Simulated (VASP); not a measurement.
# MoW14 (a cell with a defect) in VASP: single point with PBE

Aim: the single point of MoW14 (a cell with a defect) with PBE.

Everything below comes from runs of VASP 6.6.1. Logs are shortened: lines on timing, memory, paths and dates and some standing lists are left out, and cuts for length are marked.

### 1 The cell of the first run

The cell holds a defect, 15 atoms: a = 6.320 Å, b = 6.320 Å, c = 6.320 Å, α = 90.00°, β = 90.00°, γ = 90.00°.

### 2 Single point, PBE

The input, INCAR:

```
SYSTEM = MoW14
PREC = Accurate
ENCUT = 520
EDIFF = 1E-7
ISMEAR = 0
SIGMA = 0.1
LREAL = Auto
LASPH = .True.
NELM = 80
ALGO = Normal
ISIF = 2
LWAVE = .False.
LCHARG = .True.
GGA = PE
LELF = .True.
LVHAR = .True.
NBANDS = 118
```

The input, KPOINTS:

```
Automatic mesh
0
Gamma
  3 3 3
  0 0 0
```

The input, POSCAR:

```
MoW14
1.0
    6.3200000000      0.0000000000      0.0000000000
    0.0000000000      6.3200000000      0.0000000000
    0.0000000000      0.0000000000      6.3200000000
W Mo
14 1
Direct
    0.0016300633     -0.0002487342     -0.0000561709
    0.5044590190     -0.0079093354     -0.0043507911
   -0.0060259494      0.5025816456     -0.0043731013
    0.0029745253      0.0010938291      0.4971702532
    0.5001316456     -0.0003216772      0.4984773734
    0.7542080696      0.2451204114      0.2532400316
    0.0015460443      0.4982356013      0.4984731013
    0.2470386076      0.7522503165      0.2531969937
    0.2468196203      0.2449544304      0.7458718354
    0.5044107595      0.5025223101      0.5058191456
    0.7463362342      0.7444155063      0.2500310127
    0.7460386076      0.2484254747      0.7540670886
    0.2502775316      0.7441882911      0.7540050633
    0.7457270570      0.7438862342      0.7544539557
    0.2972023734      0.2952613924      0.2026629747
```

Potentials or basis: VASP PAW PBE potentials, release 64 (W_sv, Mo_sv).

Started as:

```console
> cat potpaw_PBE.64/W_sv/POTCAR potpaw_PBE.64/Mo_sv/POTCAR > POTCAR
> mpirun -np 1 vasp_std > vasp.out
```

OUTCAR:

```text
SYSTEM = MoW14
   PREC = Accurate
   ENCUT = 520
   EDIFF = 1E-7
   ISMEAR = 0
   LREAL = Auto
   LASPH = .True.
   NELM = 80
   ISIF = 2
   GGA = PE

 ion  position               nearest neighbor table
   1  0.002  1.000  1.000-   9 2.72   6 2.72   8 2.72  12 2.74  13 2.74  14 2.76  11 2.78  15 2.94
                             4 3.14   3 3.14   2 3.14   4 3.18   2 3.18   3 3.18
   2  0.504  0.992  0.996-  15 2.66  14 2.67  12 2.70  13 2.71  11 2.72   8 2.76   9 2.77   6 2.77
                             5 3.14   1 3.14   5 3.18   1 3.18
   3  0.994  0.503  0.996-  15 2.66  14 2.67  13 2.70  12 2.71  11 2.71   6 2.76   9 2.77   8 2.77
                             7 3.14   1 3.14   1 3.18   7 3.18
   4  0.003  0.001  0.497-   9 2.69   6 2.69   8 2.69  11 2.78  13 2.78  12 2.78  14 2.82   7 3.14
                             5 3.14   1 3.14   1 3.18   5 3.18   7 3.18  15 3.22
   5  0.500  1.000  0.498-   6 2.72   8 2.72   9 2.72  11 2.74  12 2.74  14 2.76  13 2.78  15 2.94
                             4 3.14  10 3.14   2 3.14   4 3.18   2 3.18  10 3.18
   6  0.754  0.245  0.253-   4 2.69   5 2.72   7 2.72   1 2.72   3 2.76  10 2.77   2 2.77  15 2.92
                            12 3.16  11 3.16  11 3.16  12 3.17  15 3.46
   7  0.002  0.498  0.498-   8 2.72   6 2.72   9 2.72  11 2.74  13 2.74  14 2.76  12 2.78  15 2.94
                             4 3.14  10 3.14   3 3.14   4 3.18   3 3.18  10 3.18
   8  0.247  0.752  0.253-   4 2.69   7 2.72   5 2.72   1 2.72   2 2.76  10 2.77   3 2.77  15 2.92
                            13 3.16  11 3.16  11 3.16  13 3.17  15 3.46
   9  0.247  0.245  0.746-   4 2.69   1 2.72   7 2.72   5 2.72  10 2.76   3 2.77   2 2.77  15 2.92
                            12 3.16  13 3.16  13 3.17  12 3.17  15 3.46
  10  0.504  0.503  0.506-  15 2.66  14 2.67  11 2.70  12 2.72  13 2.72   9 2.76   8 2.77   6 2.77
                             7 3.14   5 3.14   5 3.18   7 3.18
  11  0.746  0.744  0.250-  10 2.70   3 2.71   2 2.72   7 2.74   5 2.74   4 2.78   1 2.78  14 3.13
                             6 3.16   8 3.16   8 3.16   6 3.16  14 3.19
  12  0.746  0.248  0.754-   2 2.70   3 2.71  10 2.72   1 2.74   5 2.74   7 2.78   4 2.78  14 3.13
                             6 3.16   9 3.16   9 3.17   6 3.17  14 3.19
  13  0.250  0.744  0.754-   3 2.70   2 2.71  10 2.72   1 2.74   7 2.74   5 2.78   4 2.78  14 3.13
                             8 3.16   9 3.16   9 3.17   8 3.17  14 3.19
  14  0.746  0.744  0.754-   2 2.67   3 2.67  10 2.67   1 2.76   5 2.76   7 2.76   4 2.82  13 3.13
                            12 3.13  11 3.13  11 3.19  12 3.19  13 3.19
  15  0.297  0.295  0.203-   2 2.66   3 2.66  10 2.66   9 2.92   8 2.92   6 2.92   1 2.94   5 2.94
                             7 2.94   4 3.22   6 3.46   8 3.46   9 3.46

  LATTYP: Found a simple cubic cell.
 ALAT       =     6.3200000000

  Lattice vectors:

 A1 = (   6.3200000000,   0.0000000000,   0.0000000000)
 A2 = (   0.0000000000,   6.3200000000,   0.0000000000)
 A3 = (   0.0000000000,   0.0000000000,   6.3200000000)

Analysis of symmetry for initial positions (statically):
=====================================================================
 Subroutine PRICEL returns:
 Original cell was already a primitive cell.

 Routine SETGRP: Setting up the symmetry group for a
 simple cubic supercell.

 Subroutine GETGRP returns: Found  1 space group operations
 (whereof  1 operations were pure point group operations)
 out of a pool of 48 trial point group operations.

The static configuration has the point symmetry C_1 .

Analysis of symmetry for dynamics (positions and initial velocities):
=====================================================================
 Subroutine PRICEL returns:
 Original cell was already a primitive cell.

 Routine SETGRP: Setting up the symmetry group for a
 simple cubic supercell.

 Subroutine GETGRP returns: Found  1 space group operations
 (whereof  1 operations were pure point group operations)
 out of a pool of 48 trial point group operations.

The dynamic configuration has the point symmetry C_1 .

 Subroutine INISYM returns: Found  1 space group operations
 (whereof  1 operations are pure point group operations),
 and found     1 'primitive' translations

----------------------------------------------------------------------------------------

                                     Primitive cell

  volume of cell :     252.4360

  direct lattice vectors                    reciprocal lattice vectors
     6.320000000  0.000000000  0.000000000     0.158227848  0.000000000  0.000000000
[... 70 lines left out ...]
  0.333333  0.000000  0.000000      2.000000
  0.000000  0.333333  0.000000      2.000000
  0.000000  0.000000  0.333333      2.000000
  0.333333  0.333333  0.000000      2.000000
  0.000000  0.333333  0.333333      2.000000
  0.333333  0.000000  0.333333      2.000000
 -0.333333  0.333333  0.000000      2.000000
 -0.333333  0.000000  0.333333      2.000000
  0.000000 -0.333333  0.333333      2.000000
  0.333333  0.333333  0.333333      2.000000
 -0.333333  0.333333  0.333333      2.000000
 -0.333333 -0.333333  0.333333      2.000000
  0.333333 -0.333333  0.333333      2.000000
   k-points           NKPTS =     14   k-points in BZ     NKDIM =     14   number of bands    NBANDS=    118
   number of dos      NEDOS =    301   number of ions     NIONS =     15
   total plane-waves  NPLWV = 110592
   dimension x,y,z NGX =    48 NGY =   48 NGZ =   48
   dimension x,y,z NGXF=    96 NGYF=   96 NGZF=   96
   ions per type =              14   1
   NGX,Y,Z   is equivalent  to a cutoff of  12.63, 12.63, 12.63 a.u.
   NGXF,Y,Z  is equivalent  to a cutoff of  25.25, 25.25, 25.25 a.u.
 SYSTEM =  MoW14
   PREC   = accura    normal or accurate (medium, high low for compatibility)
   ISTART =      0    job   : 0-new  1-cont  2-samecut
   ICHARG =      2    charge: 1-file 2-atom 10-const
   ISPIN  =      1    spin polarized calculation?
   LNONCOLLINEAR =      F non collinear calculations
   LSORBIT =      F    spin-orbit coupling
   LASPH  =      T    aspherical Exc in radial PAW
   ENCUT  =  520.0 eV  38.22 Ry    6.18 a.u.  11.75 11.75 11.75*2*pi/ulx,y,z
   NELM   =     80;   NELMIN=  2; NELMDL= -5     # of ELM steps
   EDIFF  = 0.1E-06   stopping-criterion for ELM
   LREAL  =      T    real-space projection
   EDIFFG = 0.1E-05   stopping-criterion for IOM
   NSW    =      0    number of steps for IOM
   IBRION =     -1    ionic relax: 0-MD 1-quasi-New 2-CG
   NFREE  =      0    steps in history (QN), initial steepest desc. (CG)
   ISIF   =      2    stress and relaxation
   ISYM   =      2    0-nonsym 1-usesym 2-fastsym
   POTIM  = 0.5000    time-step for ionic-motion
   TEBEG  =    0.0;   TEEND  =   0.0 temperature during run
   PSTRESS=    0.0 pullay stress
   NELECT =     210.0000    total number of electrons
   NUPDOWN=      -1.0000    fix difference up-down
   EMIN   =  10.00;   EMAX   =-10.00  energy-range for DOS
   EFERMI =   0.00;   METHOD = LEGACY
   ISMEAR =     0;   SIGMA  =   0.10  broadening in eV -4-tet -1-fermi 0-gaus
   EFERMI_NEDOS =   21; number of points for ismear=-14 and -15
   IALGO  =     38    algorithm
   IMIX   =      4    mixing-type and parameters
     AMIX     =   0.40;   BMIX     =  1.00
     AMIX_MAG =   1.60;   BMIX_MAG =  1.00
  volume/ion in A,a.u.               =      16.83       113.57
  Fermi-wavevector in a.u.,A,eV,Ry     =   1.539681  2.909576 32.254225  2.370619
  Thomas-Fermi vector in A             =   2.645875
   LORBIT       =      0    0 simple, 1 ext, 2 COOP (PROOUT), +10 PAW based schemes
   GGA     = PE    functional components
   LHFCALC =     F    Hartree Fock is set to
   AEXX    =    0.0000 exact exchange contribution
   IVDW    =     0    specifies the selected vdW correction
   LEPSILON=     F    determine dielectric tensor
   LRPA    =     F    only Hartree local field effects (RPA)
 non-spin polarized calculation
 Gauss-broadening in eV      SIGMA  =   0.10
  energy-cutoff  :      520.00
  volume of cell :      252.44
 maximum number of plane-waves:      6859
   NGX = 23   NGY = 23   NGZ = 23

 number of electron     210.0000010 magnetization

 Free energy of the ion-electron system (eV)
  ---------------------------------------------------
  ext. energy  EPLUGINS =         0.00000000
  ---------------------------------------------------
  free energy    TOTEN  =      -188.26245661 eV

  energy without entropy =     -188.22768666  energy(sigma->0) =     -188.24507163

 E-fermi :  10.3069     XC(G=0): -13.2030

 val. band max:       10.3057553838   @ k =   0.0000   0.0000   0.0000
 cond. band min:      10.4268153813   @ k =   0.0000   0.0000   0.3333
 fundamental gap:      0.1210599976
 Fermi energy:        10.3068825157

 k-point     1 :       0.0000    0.0000    0.0000
  band No.  band energies     occupation
      1     -63.5722      2.00000
      2     -63.5059      2.00000
      3     -63.5049      2.00000
      4     -63.4947      2.00000
      5     -63.4947      2.00000
      6     -63.4709      2.00000
[... 1669 lines left out ...]
    116      12.5405      0.00000
    117      12.5989      0.00000
 [bands above 117 left out]

------------------------ aborting loop because EDIFF is reached ----------------------------------------

  FORCE on cell =-STRESS in cart. coord.  units (eV):
  Direction    XX          YY          ZZ          XY          YZ          ZX
  --------------------------------------------------------------------------------------
  -------------------------------------------------------------------------------------
  Total       -0.2536645     -0.2477115     -0.2632504     -2.3589890      2.3815469      2.3885951
  in kB       -1.6099744     -1.5721915     -1.6708149    -14.9721877     15.1153595     15.1600936
  external PRESSURE =      -1.6176603 kB  Pullay stress =       0.0000000 kB

 VOLUME and BASIS-vectors are now :
 -----------------------------------------------------------------------------
  energy-cutoff  :      520.00
  volume of cell :      252.44
      direct lattice vectors                 reciprocal lattice vectors
     6.320000000  0.000000000  0.000000000     0.158227848  0.000000000  0.000000000
     0.000000000  6.320000000  0.000000000     0.000000000  0.158227848  0.000000000
     0.000000000  0.000000000  6.320000000     0.000000000  0.000000000  0.158227848

 POSITION                                       TOTAL-FORCE (eV/Angst)
 -----------------------------------------------------------------------------------
      0.01030      6.31843      6.31964         0.081802      0.081779     -0.070044
      3.18818      6.27001      6.29250         0.071933      0.201158     -0.067699
      6.28192      3.17632      6.29236         0.204371      0.072000     -0.066584
      0.01880      0.00691      3.14212         0.050255      0.049519     -0.049145
      3.16083      6.31797      3.15038         0.075127      0.089083     -0.078249
      4.76659      1.54916      1.60048         0.079103      0.089428     -0.102050
      0.00977      3.14885      3.15035         0.090117      0.077479     -0.078679
      1.56128      4.75422      1.60021         0.089017      0.082074     -0.101578
      1.55990      1.54811      4.71391         0.101640      0.100011     -0.083293
      3.18788      3.17594      3.19678         0.074884      0.074947     -0.179019
      4.71685      4.70471      1.58020         0.115807      0.118445     -0.055269
      4.71496      1.57005      4.76570         0.123830      0.042226     -0.131626
      1.58175      4.70327      4.76531         0.042170      0.122384     -0.129177
      4.71300      4.70136      4.76815        -0.020110     -0.022924      0.009912
      1.87832      1.86605      1.28083        -1.179945     -1.177610      1.182498
 -----------------------------------------------------------------------------------
    total drift:                                0.002151      0.000532     -0.001938

  FREE ENERGIE OF THE ION-ELECTRON SYSTEM (eV)
  ---------------------------------------------------
  free  energy   TOTEN  =      -188.2624566097 eV

  energy  without entropy=     -188.2276866570  energy(sigma->0) =     -188.24507163
```

Wall time 33 min (1 thread of Intel Xeon 8259CL, shared host); peak memory 0.48 GiB.

Results:

- Free energy: -188.2625 eV
- Pressure: -0.2 GPa
- Largest force: 2.044 eV/Å
- Band gap on the k mesh: zero (bands 105 and 106 overlap by 0.21 eV)

Forces on the atoms (eV/Å):
```
W    0.082  0.082 -0.070
W    0.072  0.201 -0.068
W    0.204  0.072 -0.067
W    0.050  0.050 -0.049
W    0.075  0.089 -0.078
W    0.079  0.089 -0.102
W    0.090  0.077 -0.079
W    0.089  0.082 -0.102
W    0.102  0.100 -0.083
W    0.075  0.075 -0.179
W    0.116  0.118 -0.055
W    0.124  0.042 -0.132
W    0.042  0.122 -0.129
W   -0.020 -0.023  0.010
Mo  -1.180 -1.178  1.182
```

Caveat: spin-orbit coupling is left out, which moves the levels of the heavy elements.

The gap in the log of VASP goes by the Fermi energy; the results here count the filled bands.